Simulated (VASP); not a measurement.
A run of VASP 6.6.1:

INCAR

```
SYSTEM = LaPt5
ALGO = Normal
EDIFF = 1E-6
ENCUT = 520
ISIF = 2
ISMEAR = 1
LASPH = .TRUE.
LCHARG = .FALSE.
LREAL = .FALSE.
LWAVE = .FALSE.
NBANDS = 40
NELM = 100
PREC = Accurate
SIGMA = 0.1
```

The input KPOINTS:

```
k-points
0
G
  5 5 5
  0 0 0
```

File POSCAR:

```
LaPt5
1.0
    5.3860000000      0.0000000000      0.0000000000
   -2.6930000000      4.6644130000      0.0000000000
    0.0000000000      0.0000000000      4.3760000000
La Pt
1 5
Direct
    0.0000000000      0.0000000000      0.0000000000
    0.3333333333      0.6666666667      0.0000000000
    0.6666666667      0.3333333333      0.0000000000
    0.5000000000      0.0000000000      0.5000000000
    0.5000000000      0.5000000000      0.5000000000
    0.0000000000      0.5000000000      0.5000000000
```

Potentials or basis: VASP PAW LDA potentials, release 64 (La, Pt).

Launch:

```bash
$ cat potpaw_LDA.64/La/POTCAR potpaw_LDA.64/Pt/POTCAR > POTCAR
$ mpirun -np 1 vasp_std > vasp.out
```

Hardware: 1 thread of Intel(R) Xeon(R) Platinum 8375C CPU @ 2.90GHz (Ice Lake), on a shared host.

**Question.** How long does it take, and how much memory?

**Answer.** It took 68 s on 1 thread of Intel(R) Xeon(R) Platinum 8375C CPU @ 2.90GHz (Ice Lake) (shared host), peak memory 0.22 GiB. Counts: scf iterations 16, k points 15.
